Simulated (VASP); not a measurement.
Wanted: the native input for a VASP 6.6.1 run.

```yaml
Task: single point
Functional: PBE
Potentials_or_basis: VASP PAW PBE potentials, release 64 (Sn_d, O)
Cutoff: 520 eV
k_mesh: 6 × 6 × 8
Occupations: fermi-dirac, width 0.05 eV
Spin: no spin polarisation
Dipole_correction: no
Further_INCAR_settings: ALGO = Normal; EDIFF = 1e-06; NBANDS = 35
```

The structure of SnO2 (Cassiterite) lies in POSCAR:

```
SnO2
1.0
    4.8252061014      0.0000000000      0.0000000000
    0.0000000000      4.8252061014      0.0000000000
    0.0000000000      0.0000000000      3.2384418811
Sn O
2 4
Direct
    0.5000000000      0.5000000000      0.5000000000
    0.0000000000      0.0000000000      0.0000000000
    0.8066102267      0.1933897733      0.5000000000
    0.6933897733      0.6933897733      0.0000000000
    0.1933897733      0.8066102267      0.5000000000
    0.3066102267      0.3066102267      0.0000000000
```

One way to write it, as run:

INCAR

```
SYSTEM = SnO2
  ALGO = Normal
  EDIFF = 1E-6
  ENCUT = 520
  GGA = PE
  ISIF = 2
  ISMEAR = -1
  LASPH = .True.
  LCHARG = .True.
  LELF = .True.
  LREAL = .False.
  LVHAR = .True.
  LWAVE = .False.
  NBANDS = 35
  NELM = 80
  PREC = Accurate
  SIGMA = 0.05
```

KPOINTS

```
k-points
0
Gamma
  6 6 8
  0 0 0
```

Potentials or basis: VASP PAW PBE potentials, release 64 (Sn_d, O).

Run with:

```console
$ cat potpaw_PBE.64/Sn_d/POTCAR potpaw_PBE.64/O/POTCAR > POTCAR
$ mpirun -np 1 vasp_std > vasp.out
```

Results of the run:

| Quantity | Value |
| --- | --- |
| Pressure | 0.7 GPa |
| Largest force | 0.023 eV/Å |
| Band gap on the k mesh | 0.68 eV, direct |

Caveat: spin-orbit coupling is left out, which moves the levels of the heavy elements.

Wall time 62 s on 1 thread of AMD EPYC 9R45 96-Core Processor (Zen 5), on a shared host, peak memory 0.21 GiB.
